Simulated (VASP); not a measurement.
InAs:

```
In As
1.0
     0.00000    3.02400    3.02400
     3.02400    0.00000    3.02400
     3.02400    3.02400    0.00000
In As
1 1
Direct
  0.00000 0.00000 0.00000
  0.75000 0.75000 0.75000
```

Base run:

```yaml
Program: VASP 6.6.1
Functional: PBE
Potentials_or_basis: VASP PAW PBE potentials, release 64 (In_d, As)
Cutoff: 520 eV
k_mesh: 6 × 6 × 6
Occupations: gaussian, width 0.05 eV
Spin: no spin polarisation
```

Its results: band gap on the k mesh zero (filled and empty bands touch); pressure 4.0 GPa.

Q: The run is repeated on the same cell with these changes: functional from PBE to BLYP. What comes out?

A: Band gap on the k mesh zero (filled and empty bands touch); pressure 7.3 GPa.

BLYP binds less tightly than PBE, so the same cell stands under more pressure.

Caveats: spin-orbit coupling is left out, which moves the levels of the heavy elements; the PAW data sets were made with another functional, which shifts forces and pressure a little (some runs).
